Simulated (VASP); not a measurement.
# CuI (Cmcm) in VASP: vibrations by perturbation theory with LDA

Aim: the vibrations by perturbation theory of CuI with LDA.

All numbers are computed with VASP 6.6.1; they aren't measurements. Logs are shortened: lines on timing, memory, paths and dates and some standing lists are left out, and cuts for length are marked.

## 1. The cell of the first run

The structure is orthorhombic, space group Cmcm (No. 63). The conventional cell has a = 7.466 Å, b = 7.422 Å, c = 4.307 Å, α = 90.00°, β = 90.00°, γ = 90.00°. Cu (site symmetry m2m) has 2 Cu at 2.46 Å and 3 I at 2.58 to 2.59 Å within 3.2 Å. I (site symmetry m2m) has 3 Cu at 2.58 to 2.59 Å within 3.4 Å.

## 2. Vibrations by perturbation theory, LDA

Input file INCAR:

```
SYSTEM = CuI
PREC     = Accurate       ! precision mode
ENCUT    = 520            ! plane-wave cutoff, eV
EDIFF    = 1E-8           ! SCF threshold, eV
ISMEAR   = 0              ! smearing method
SIGMA    = 0.01           ! smearing width, eV
LREAL    = .FALSE.        ! projectors in reciprocal space
LASPH    = .TRUE.         ! aspherical terms in the spheres
NELM     = 80             ! most SCF steps
ALGO     = Normal         ! electronic algorithm
ISIF     = 2              ! what is computed and relaxed
LWAVE    = .FALSE.        ! write WAVECAR
LCHARG   = .FALSE.        ! write CHGCAR
GGA      = CA             ! functional
NBANDS   = 26             ! bands
IBRION   = 8              ! ionic algorithm
NSW      = 1              ! ionic steps
```

Input file KPOINTS:

```
Automatic mesh
0
G
  4 4 4
  0 0 0
```

Input file POSCAR:

```
CuI
1.0
    3.7331680000     -3.7110860000      0.0000000000
    3.7331680000      3.7110860000      0.0000000000
    0.0000000000      0.0000000000      4.3069980000
Cu I
2 2
Direct
    0.4204390000      0.5795610000      0.7500000000
    0.5795610000      0.4204390000      0.2500000000
    0.7700430000      0.2299570000      0.7500000000
    0.2299570000      0.7700430000      0.2500000000
```

Potentials or basis: VASP PAW LDA potentials, release 64 (Cu, I).

Run with:

```sh
$ cat potpaw_LDA.64/Cu/POTCAR potpaw_LDA.64/I/POTCAR > POTCAR
$ mpirun -np 1 vasp_std > vasp.out
```

OUTCAR:

```text
SYSTEM = CuI
   PREC = Accurate
   ENCUT = 520
   EDIFF = 1E-8
   ISMEAR = 0
   LREAL = .FALSE.
   LASPH = .TRUE.
   NELM = 80
   ISIF = 2
   GGA = CA
   IBRION = 8
   NSW = 1

 ion  position               nearest neighbor table
   1  0.420  0.580  0.750-   2 2.46   2 2.46   4 2.58   4 2.58   3 2.59
   2  0.580  0.420  0.250-   1 2.46   1 2.46   3 2.58   3 2.58   4 2.59
   3  0.770  0.230  0.750-   2 2.58   2 2.58   1 2.59
   4  0.230  0.770  0.250-   1 2.58   1 2.58   2 2.59

  LATTYP: Found a base centered orthorhombic cell.
 ALAT       =     7.4221720000
 B/A-ratio  =     1.0059502798
 C/A-ratio  =     0.5802880882

  Lattice vectors:

 A1 = (  -3.7331680000,  -3.7110860000,   0.0000000000)
 A2 = (   3.7331680000,  -3.7110860000,   0.0000000000)
 A3 = (   0.0000000000,   0.0000000000,   4.3069980000)

Analysis of symmetry for initial positions (statically):
=====================================================================
 Subroutine PRICEL returns:
 Original cell was already a primitive cell.

 Routine SETGRP: Setting up the symmetry group for a
 base centered orthorhombic supercell.

 Subroutine GETGRP returns: Found  8 space group operations
 (whereof  4 operations were pure point group operations)
 out of a pool of  8 trial point group operations.

The static configuration has the point symmetry C_2h.
 The point group associated with its full space group is D_2h.

Analysis of symmetry for dynamics (positions and initial velocities):
=====================================================================
 Subroutine PRICEL returns:
 Original cell was already a primitive cell.
[... 808 lines left out ...]

[... ionic steps 2 to 9 ...]

--------------------------------------- Ionic step       10  -------------------------------------------

------------------------ aborting loop because EDIFF is reached ----------------------------------------

--------------------------------------- Ionic step       11  -------------------------------------------

------------------------ aborting loop because EDIFF is reached ----------------------------------------

--------------------------------------- Ionic step       12  -------------------------------------------

 Free energy of the ion-electron system (eV)
  ---------------------------------------------------
  ---------------------------------------------------
  free energy    TOTEN  =        -0.08245520 eV

  energy without entropy =       -0.08245520

------------------------ aborting loop because EDIFF is reached ----------------------------------------

 INTERNAL STRAIN TENSOR  FOR ION    3  DIRECTION 3   (eV/Angst):
 -----------------------------------------------------------------------------
    -0.00712  0.00000  0.00000
     0.00000  0.02402  4.44993
     0.00000  5.14269  0.01667

 INTERNAL STRAIN TENSOR FOR ION    4 for displacements in x,y,z  (eV/Angst):
          X           Y           Z          XY          YZ          ZX
  --------------------------------------------------------------------------------
  x     0.00000     0.00000     0.00000    -0.63013     0.00000     0.00000
  y    -0.82345   -15.61396    -7.44037     0.00000     0.00000     0.00000
  z     0.00000     0.00000     0.00000     0.00000    -5.14269     0.00000

 SECOND DERIVATIVES (NOT SYMMETRIZED)
 ------------------------------------
               1X          1Y          1Z          2X          2Y          2Z          3X          3Y          3Z          4X          4Y          4Z
  1X    -0.570355    0.000000    0.000000    0.167316    0.000000    0.000000    0.014265    0.000000    0.000000    0.388774    0.000000    0.000000
  1Y     0.000000   -4.357015    0.000000    0.000000    0.253013    0.000000    0.000000    2.264616    0.000000    0.000000    1.839386    0.000000
  1Z     0.000000    0.000000   -6.052909    0.000000    0.000000    4.079220    0.000000   -0.000000   -0.983198    0.000000   -0.000000    2.956887
  2X     0.167316    0.000000    0.000000   -0.570355    0.000000    0.000000    0.388774    0.000000    0.000000    0.014265    0.000000    0.000000
  2Y     0.000000    0.253013    0.000000    0.000000   -4.357015    0.000000    0.000000    1.839386    0.000000    0.000000    2.264616    0.000000
  2Z     0.000000    0.000000    4.079220    0.000000    0.000000   -6.052909    0.000000   -0.000000    2.956887    0.000000   -0.000000   -0.983198
  3X     0.029732    0.000000    0.000000    0.397753    0.000000    0.000000   -0.835019    0.000000    0.000000    0.407534    0.000000    0.000000
  3Y     0.000000    2.292492    0.000000    0.000000    1.870120    0.000000    0.000000   -5.952669    0.000000    0.000000    1.790057    0.000000
  3Z     0.000000   -0.000000   -1.007730    0.000000   -0.000000    3.009203    0.000000    0.000000   -3.211595    0.000000   -0.000000    1.210123
  4X     0.397753    0.000000    0.000000    0.029732    0.000000    0.000000    0.407534    0.000000    0.000000   -0.835019    0.000000    0.000000
  4Y     0.000000    1.870120    0.000000    0.000000    2.292492    0.000000    0.000000    1.790057    0.000000    0.000000   -5.952669    0.000000
  4Z     0.000000   -0.000000    3.009203    0.000000   -0.000000   -1.007730    0.000000   -0.000000    1.210123    0.000000    0.000000   -3.211595

 Eigenvectors and eigenvalues of the dynamical matrix
 ----------------------------------------------------

   1 f  =    6.513518 THz    40.925640 2PiTHz  217.267573 cm-1    26.937734 meV
             X         Y         Z           dx          dy          dz
      3.733168  0.590515  3.230249    -0.000000    0.000000    0.673601
      3.733168 -0.590515  1.076750    -0.000000    0.000000   -0.673601
      3.733168 -2.004306  3.230249    -0.000000    0.000000    0.215086
      3.733168  2.004306  1.076750     0.000000   -0.000000   -0.215086
[... 71 lines left out ...]
  12 f/i=    0.021591 THz     0.135658 2PiTHz    0.720186 cm-1     0.089292 meV
             X         Y         Z           dx          dy          dz
      3.733168  0.590515  3.230249     0.416497   -0.000000    0.000000
      3.733168 -0.590515  1.076750     0.416497   -0.000000    0.000000
      3.733168 -2.004306  3.230249     0.571428   -0.000000    0.000000
      3.733168  2.004306  1.076750     0.571428   -0.000000    0.000000

--------------------------------------------------------------------------------------------------------

 ELASTIC MODULI CONTR FROM IONIC RELAXATION (kBar)
 Direction    XX          YY          ZZ          XY          YZ          ZX
 --------------------------------------------------------------------------------
 XX          -2.5084    -47.2689    -22.5534     -0.0000      0.0000      0.0000
 YY         -47.2689   -891.2751   -425.2033     -0.0000      0.0000      0.0000
 ZZ         -22.5534   -425.2033   -202.8581     -0.0000      0.0000      0.0000
 XY          -0.0000     -0.0000     -0.0000    -38.7987      0.0000      0.0000
 YZ           0.0000      0.0000      0.0000      0.0000   -188.2587      0.0000
 ZX           0.0000      0.0000      0.0000      0.0000      0.0000      0.0000
 --------------------------------------------------------------------------------
```

OSZICAR:

```text
N       E                     dE             d eps       ncg     rms          rms(c)
DAV:   1     0.267033184281E+03    0.26703E+03   -0.14708E+04  1092   0.146E+03
DAV:   2     0.131248409494E+02   -0.25391E+03   -0.23979E+03  1098   0.302E+02
DAV:   3    -0.129297905750E+02   -0.26055E+02   -0.25501E+02  1490   0.120E+02
DAV:   4    -0.142487383377E+02   -0.13189E+01   -0.13147E+01  1528   0.239E+01
[... 128 lines left out ...]
RMM:  11    -0.824552059863E-01    0.49023E-07   -0.12254E-07  1993   0.209E-04    0.105E-04
RMM:  12    -0.824551852515E-01    0.20735E-07   -0.29828E-08  2172   0.963E-05    0.551E-05
RMM:  13    -0.824552003438E-01   -0.15092E-07    0.63673E-10  2253   0.398E-05    0.756E-06
RMM:  14    -0.824551967747E-01    0.35692E-08    0.25877E-09  2088   0.248E-05    0.655E-06
 Linear response finished
```

stdout:

```text
POSCAR found type information on POSCAR CuI
 POSCAR found :  2 types and       4 ions
 scaLAPACK will be used
 LDA part: xc-table for (Slater(with rela. corr.)+CA(PZ))
 , standard interpolation
 POSCAR, INCAR and KPOINTS ok, starting setup
 FFT: planning ... GRIDC
 FFT: planning ... GRID_SOFT
 FFT: planning ... GRID
 WAVECAR not read
 entering main loop
 Linear response reoptimize wavefunctions to high precision
 Linear response DOF=           6
 Linear response progress:
 first order change of Fermi-energy   0.21243E-04
 force on displaced ion       1 direction 1 :  -0.570  -0.000   0.000
 Linear response progress:
 first order change of Fermi-energy  -0.80854E-01
 force on displaced ion       1 direction 2 :   0.000  -4.357   0.000
 Linear response progress:
 first order change of Fermi-energy  -0.70582E-04
 force on displaced ion       1 direction 3 :   0.000  -0.003  -6.053
 Linear response progress:
 first order change of Fermi-energy   0.89808E-04
 force on displaced ion       3 direction 1 :  -0.835   0.000   0.000
 Linear response progress:
 first order change of Fermi-energy   0.71745E-01
 force on displaced ion       3 direction 2 :   0.000  -5.953   0.000
 Linear response progress:
 first order change of Fermi-energy   0.17453E-03
 force on displaced ion       3 direction 3 :   0.000  -0.003  -3.212
 Linear response finished
```

It took 11 min on 1 thread of Intel Xeon Platinum 8259CL at 2.50GHz (Skylake/Cascade Lake), shared host; peak memory 0.42 GiB.

Results:

```yaml
Highest_phonon_frequency_at_Γ_LO-TO_splitting_left_out: 217 cm⁻¹
```

Phonon frequencies in cm⁻¹ (negative: imaginary):
| q point | frequencies |
| --- | --- |
| (0.000, 0.000, 0.000) | -1 -1 0 42 51 64 75 113 127 142 163 217 |

Caveat: the k points lie up to 0.36 Å⁻¹ apart; the cell wasn't relaxed at this level first, which shifts response properties; spin-orbit coupling is left out, which moves the levels of the heavy elements.
